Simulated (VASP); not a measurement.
# Si6O11 (a cell with a defect) in VASP: further runs, part 2 of 2

VASP 6.6.1. Earlier steps stand in the parts before.

**4. Single point, PBE+D3(BJ) (atom 14 moved 0.750 of the way to it and +0.375 Å across, host rigid)**

INCAR

```
ALGO = Normal
EDIFF = 1E-6
ENCUT = 520
GGA = PE
ISIF = 2
ISMEAR = 0
IVDW = 12
LASPH = True
LCHARG = False
LREAL = Auto
LWAVE = False
NBANDS = 59
NELECT = 88.0
NELM = 80
PREC = Accurate
SIGMA = 0.05
```

KPOINTS

```
k-points
0
Gamma
  4 4 2
```

POSCAR

```
Si6O11
1.0
   -2.4573906087      4.2563253884      0.0000000000
    0.0000000000      0.0000000000      5.4210324304
    7.3721718262      4.2563253883      0.0000000000
Si O
6 11
Direct
    0.7669799462      0.6666666667      0.2330200538
    0.2669799462      0.6666666667      0.7330200538
    0.9660401075      0.3333333333      0.5000000000
    0.4660401075      0.3333333333      0.0000000000
    0.2669799462      0.0000000000      0.2669799462
    0.7669799462      0.0000000000      0.7669799462
    0.2730030153      0.2203350802      0.1370425925
    0.7730030153      0.2203350802      0.6370425925
    0.0690623811      0.8870017469      0.7949771961
    0.6579346037      0.5536684135      0.0679802114
    0.1579346037      0.5536684135      0.5679802114
    0.0690623811      0.7796649198      0.2050228039
    0.5690623811      0.7796649198      0.7050228039
    0.4767284857     -0.0949104167      0.3653744338
    0.6579346037      0.1129982531      0.9320197886
    0.7730030153      0.4463315865      0.3629574075
    0.2730030153      0.4463315865      0.8629574075
```

The run is started by

```sh
$ cat potpaw_PBE.64/Si/POTCAR potpaw_PBE.64/O/POTCAR > POTCAR
$ mpirun -np 1 vasp_std > vasp.out
```

It took 3.5 min on 1 thread of Intel Xeon 6975P-C (Granite Rapids), shared host; peak memory 0.38 GiB.

It converged, with:

| Item | Value |
| --- | --- |
| Free energy | -134.8995 eV |
| Largest force | 10.812 eV/Å |
| Dispersion energy per atom | -0.142 eV |

Forces on the atoms (eV/Å):
```
Si  -0.217 -0.704 -0.652
Si   1.040  1.527  0.265
Si   3.004 -0.358  3.002
Si  -1.494 -0.951  0.161
Si  -3.848 -9.263  2.961
Si   1.055  0.383 -1.382
O    2.170  0.406 -1.011
O   -1.901 -0.029  0.148
O   -0.403 -0.182  0.021
O    1.181  1.031  1.468
O   -1.341 -1.213 -1.409
O    1.299 -1.072  0.924
O   -0.205 -0.045  0.039
O   -0.733 10.019 -3.996
O    0.365  0.113  0.310
O   -0.061  0.255 -0.703
O    0.089  0.083 -0.144
```

Levels at points of the mesh, in eV from the Fermi level:
```csv
k point,band 42,band 43,band 44,band 45,band 46,band 47
"(0.00, 0.00, 0.00)",-0.75,-0.39,-0.12,-0.04,3.79,4.87
"(0.50, 0.00, 0.00)",-0.74,-0.24,-0.12,0.38,3.58,5.02
"(0.00, 0.50, 0.00)",-0.59,-0.48,-0.04,0.34,3.47,4.99
"(0.50, 0.50, 0.00)",-0.61,-0.58,-0.50,0.17,4.16,4.92
"(0.00, 0.00, 0.50)",-0.75,-0.39,-0.06,0.02,3.70,4.85
"(0.50, 0.00, 0.50)",-0.72,-0.26,-0.12,0.33,3.62,5.00
"(0.00, 0.50, 0.50)",-0.62,-0.50,-0.03,0.38,3.45,5.00
"(0.50, 0.50, 0.50)",-0.60,-0.53,-0.42,0.07,4.18,4.90
```

Caveat: the k points lie up to 0.37 Å⁻¹ apart; the cell carries a net charge on a neutralising background, which shifts energy and pressure; the cell differs from its parent crystal (atom 14 moved 0.750 of the way to it and +0.375 Å across, host rigid); the cell is charged against a uniform background, so pressure and absolute levels hang on convention.

**5. Single point, PBE+D3(BJ) (atom 14 moved 0.000 of the way to it and +0.375 Å across, host rigid)**

INCAR

```
PREC = Accurate ; ENCUT = 520
EDIFF = 1E-6 ; ISMEAR = 0
SIGMA = 0.05 ; LREAL = Auto
LASPH = True ; NELM = 100
ALGO = Normal ; ISIF = 2
LWAVE = False ; LCHARG = False
GGA = PE ; IVDW = 12
NELECT = 88.0 ; NBANDS = 59
```

KPOINTS

```
Automatic mesh
0
Gamma
  4 4 2
```

POSCAR, as its differences from that of step 4:

```diff
@@ -21,3 +21,3 @@
     0.5690623811      0.7796649198      0.7050228039
-    0.4767284857     -0.0949104167      0.3653744338
+    0.1683826527      0.0745869630      0.4681563781
     0.6579346037      0.1129982531      0.9320197886
```

Potentials or basis: VASP PAW PBE potentials, release 64 (Si, O).

The run is started by

```sh
$ cat potpaw_PBE.64/Si/POTCAR potpaw_PBE.64/O/POTCAR > POTCAR
$ mpirun -np 1 vasp_std > vasp.out
```

OUTCAR:

```text
PREC = Accurate
   ENCUT = 520
   EDIFF = 1E-6
   ISMEAR = 0
   LREAL = Auto
   LASPH = True
   NELM = 100
   ISIF = 2
   GGA = PE
   IVDW = 12
   NELECT = 88.0
 IVDW          = 12

 ion  position               nearest neighbor table
   1  0.767  0.667  0.233-  12 1.62  10 1.62  16 1.63   5 3.06   5 3.06   3 3.06   4 3.06
   2  0.267  0.667  0.733-  13 1.62  11 1.62  17 1.63   9 1.63   6 3.06   6 3.06   4 3.06   3 3.06

   3  0.966  0.333  0.500-   8 1.62  16 1.62  11 1.63  14 1.74   6 3.06   1 3.06   5 3.06   2 3.06

   4  0.466  0.333  0.000-   7 1.62  17 1.62  15 1.63  10 1.63   5 3.06   2 3.06   6 3.06   1 3.06

   5  0.267  0.000  0.267-   7 1.63  12 1.63  14 1.83   4 3.06   1 3.06   1 3.06   3 3.06
   6  0.767  0.000  0.767-  15 1.62   9 1.62   8 1.63  13 1.63   3 3.06   2 3.06   2 3.06   4 3.06

   7  0.273  0.220  0.137-   4 1.62   5 1.63
   8  0.773  0.220  0.637-   3 1.62   6 1.63
   9  0.069  0.887  0.795-   6 1.62   2 1.63
  10  0.658  0.554  0.068-   1 1.62   4 1.63
  11  0.158  0.554  0.568-   2 1.62   3 1.63
  12  0.069  0.780  0.205-   1 1.62   5 1.63
  13  0.569  0.780  0.705-   2 1.62   6 1.63
  14  0.168  0.075  0.468-   3 1.74   5 1.83
  15  0.658  0.113  0.932-   6 1.62   4 1.63
  16  0.773  0.446  0.363-   3 1.62   1 1.63
  17  0.273  0.446  0.863-   4 1.62   2 1.63

  LATTYP: Found a simple orthorhombic cell.
 ALAT       =     4.9147812175
 B/A-ratio  =     1.1030058492
 C/A-ratio  =     1.7320508076

  Lattice vectors:

 A1 = (  -2.4573906087,   4.2563253884,   0.0000000000)
 A2 = (   0.0000000000,   0.0000000000,   5.4210324304)
 A3 = (   7.3721718262,   4.2563253883,   0.0000000000)

Analysis of symmetry for initial positions (statically):
=====================================================================
 Subroutine PRICEL returns:
 Original cell was already a primitive cell.

 Routine SETGRP: Setting up the symmetry group for a
 simple orthorhombic supercell.

 Subroutine GETGRP returns: Found  1 space group operations
 (whereof  1 operations were pure point group operations)
 out of a pool of  8 trial point group operations.

The static configuration has the point symmetry C_1 .

Analysis of symmetry for dynamics (positions and initial velocities):
=====================================================================
 Subroutine PRICEL returns:
 Original cell was already a primitive cell.

 Routine SETGRP: Setting up the symmetry group for a
 simple orthorhombic supercell.

 Subroutine GETGRP returns: Found  1 space group operations
 (whereof  1 operations were pure point group operations)
 out of a pool of  8 trial point group operations.

The dynamic configuration has the point symmetry C_1 .

 Subroutine INISYM returns: Found  1 space group operations
 (whereof  1 operations are pure point group operations),
 and found     1 'primitive' translations

----------------------------------------------------------------------------------------

                                     Primitive cell

  volume of cell :     226.8042

  direct lattice vectors                    reciprocal lattice vectors
    -2.457390609  4.256325388  0.000000000    -0.101733928  0.176208333  0.000000000
     0.000000000  0.000000000  5.421032430     0.000000000  0.000000000  0.184466707
[... 90 lines left out ...]
  0.250000  0.500000  0.500000      2.000000
  0.500000  0.500000  0.500000      1.000000
   k-points           NKPTS =     20   k-points in BZ     NKDIM =     20   number of bands    NBANDS=     59
   number of dos      NEDOS =    301   number of ions     NIONS =     17
   total plane-waves  NPLWV = 102400
   dimension x,y,z NGX =    40 NGY =   40 NGZ =   64
   dimension x,y,z NGXF=    80 NGYF=   80 NGZF=  128
   ions per type =               6  11
   NGX,Y,Z   is equivalent  to a cutoff of  13.53, 12.27, 12.50 a.u.
   NGXF,Y,Z  is equivalent  to a cutoff of  27.06, 24.53, 25.00 a.u.
 SYSTEM =  unknown system
   PREC   = accura    normal or accurate (medium, high low for compatibility)
   ISTART =      0    job   : 0-new  1-cont  2-samecut
   ICHARG =      2    charge: 1-file 2-atom 10-const
   ISPIN  =      1    spin polarized calculation?
   LNONCOLLINEAR =      F non collinear calculations
   LSORBIT =      F    spin-orbit coupling
   LASPH  =      T    aspherical Exc in radial PAW
   ENCUT  =  520.0 eV  38.22 Ry    6.18 a.u.   9.14 10.08 15.83*2*pi/ulx,y,z
   NELM   =    100;   NELMIN=  2; NELMDL= -5     # of ELM steps
   EDIFF  = 0.1E-05   stopping-criterion for ELM
   LREAL  =      T    real-space projection
   EDIFFG = 0.1E-04   stopping-criterion for IOM
   NSW    =      0    number of steps for IOM
   IBRION =     -1    ionic relax: 0-MD 1-quasi-New 2-CG
   NFREE  =      0    steps in history (QN), initial steepest desc. (CG)
   ISIF   =      2    stress and relaxation
   ISYM   =      2    0-nonsym 1-usesym 2-fastsym
   POTIM  = 0.5000    time-step for ionic-motion
   TEBEG  =    0.0;   TEEND  =   0.0 temperature during run
   PSTRESS=    0.0 pullay stress
   NELECT =      88.0000    total number of electrons
   NUPDOWN=      -1.0000    fix difference up-down
   EMIN   =  10.00;   EMAX   =-10.00  energy-range for DOS
   EFERMI =   0.00;   METHOD = LEGACY
   ISMEAR =     0;   SIGMA  =   0.05  broadening in eV -4-tet -1-fermi 0-gaus
   EFERMI_NEDOS =   21; number of points for ismear=-14 and -15
   IALGO  =     38    algorithm
   IMIX   =      4    mixing-type and parameters
     AMIX     =   0.40;   BMIX     =  1.00
     AMIX_MAG =   1.60;   BMIX_MAG =  1.00
  volume/ion in A,a.u.               =      13.34        90.03
  Fermi-wavevector in a.u.,A,eV,Ry     =   1.194040  2.256408 19.398241  1.425730
  Thomas-Fermi vector in A             =   2.330039
   LORBIT       =      0    0 simple, 1 ext, 2 COOP (PROOUT), +10 PAW based schemes
   GGA     = PE    functional components
   LHFCALC =     F    Hartree Fock is set to
   AEXX    =    0.0000 exact exchange contribution
   IVDW    =    12    specifies the selected vdW correction
   LEPSILON=     F    determine dielectric tensor
   LRPA    =     F    only Hartree local field effects (RPA)
 non-spin polarized calculation
 Gauss-broadening in eV      SIGMA  =   0.05
  energy-cutoff  :      520.00
  volume of cell :      226.80
 maximum number of plane-waves:      6164
 NGX is ok and might be reduce to    40
   NGX = 19   NGY = 21   NGZ = 31

 number of electron      88.0000027 magnetization

 Free energy of the ion-electron system (eV)
  ---------------------------------------------------
  ext. energy  EPLUGINS =         0.00000000
  ---------------------------------------------------
  free energy    TOTEN  =      -133.63285629 eV

  energy without entropy =     -133.61948546  energy(sigma->0) =     -133.62617088

 E-fermi :   1.0451     XC(G=0):  -8.9366

 val. band max:        1.0366908268   @ k =   0.5000   0.0000   0.5000
 cond. band min:       1.0457300979   @ k =   0.5000   0.0000  -0.0000
 fundamental gap:      0.0090392712
 Fermi energy:         1.0451211788

 k-point     1 :       0.0000    0.0000    0.0000
  band No.  band energies     occupation
      1     -18.6170      2.00000
      2     -17.8781      2.00000
      3     -17.7364      2.00000
      4     -17.4452      2.00000
      5     -17.2706      2.00000
      6     -16.6071      2.00000
[... 1169 lines left out ...]
     55      10.9548      0.00000
     56      11.1947      0.00000
 [bands above 56 left out]

------------------------ aborting loop because EDIFF is reached ----------------------------------------

 Edisp (eV)   -2.41557

 E8    (eV) :    -0.8289

  FORCE on cell =-STRESS in cart. coord.  units (eV):
  Direction    XX          YY          ZZ          XY          YZ          ZX
  --------------------------------------------------------------------------------------
  -------------------------------------------------------------------------------------
  Total     -22.50111   -18.54581   -19.93427    -1.12001     3.57584    -3.41283
  in kB    -158.95111  -131.01031  -140.81857    -7.91194    25.26028   -24.10875
  external pressure =     -143.59 kB  Pullay stress =        0.00 kB

 VOLUME and BASIS-vectors are now :
 -----------------------------------------------------------------------------
  energy-cutoff  :      520.00
  volume of cell :      226.80
      direct lattice vectors                 reciprocal lattice vectors
    -2.457390609  4.256325388  0.000000000    -0.101733928  0.176208333  0.000000000
     0.000000000  0.000000000  5.421032430     0.000000000  0.000000000  0.184466707
     7.372171826  4.256325388  0.000000000     0.101733928  0.058736111  0.000000000

 POSITION                                       TOTAL-FORCE (eV/Angst)
 -----------------------------------------------------------------------------------
     -0.16691      4.25633      3.61402        -1.010729      0.189581     -2.183319
      4.74788      4.25633      3.61402        -0.017094     -0.144609     -0.054041
      1.31215      6.23994      1.80701         0.919997      2.073927     -0.531476
     -1.14524      1.98362      1.80701        -1.546204     -0.951495     -0.262905
      1.31215      2.27271      0.00000         3.011051     -0.349466      1.306610
      3.76954      6.52903      0.00000        -0.062794      0.081542     -0.072118
[... 9 lines left out ...]
      0.77621      4.83502      2.41958        -0.348852     -0.758488      0.405190
      5.69100      4.83502      2.41958         0.346453      0.210982     -0.118542
 -----------------------------------------------------------------------------------
    total drift:                                0.003029     -0.002256     -0.001171

  FREE ENERGIE OF THE ION-ELECTRON SYSTEM (eV)
  ---------------------------------------------------
  free  energy   TOTEN  =      -136.0484221845 eV

  energy  without entropy=     -136.0350513574  energy(sigma->0) =     -136.04173677
```

Wall time 3.6 min (1 thread of Intel Xeon 6975P-C (Granite Rapids), shared host); peak memory 0.37 GiB.

Results:

- Free energy: -136.0484 eV
- Largest force: 4.206 eV/Å
- Dispersion energy per atom: -0.142 eV

Forces on the atoms (eV/Å):
```
Si  -1.011  0.190 -2.183
Si  -0.017 -0.145 -0.054
Si   0.920  2.074 -0.531
Si  -1.546 -0.951 -0.263
Si   3.011 -0.349  1.307
Si  -0.063  0.082 -0.072
O    1.451  0.811 -0.988
O   -0.053 -0.310  0.078
O    0.156  0.149 -0.026
O    0.693  0.725  1.218
O   -0.418 -0.396 -0.244
O    0.175  0.224  0.631
O   -0.158  0.115  0.036
O   -3.758 -1.826  0.488
O    0.620  0.156  0.318
O   -0.349 -0.758  0.405
O    0.346  0.211 -0.119
```

Caveat: the k points lie up to 0.37 Å⁻¹ apart; the cell carries a net charge on a neutralising background, which shifts energy and pressure; the cell differs from its parent crystal (atom 14 moved 0.000 of the way to it and +0.375 Å across, host rigid); the cell is charged against a uniform background, so pressure and absolute levels hang on convention.
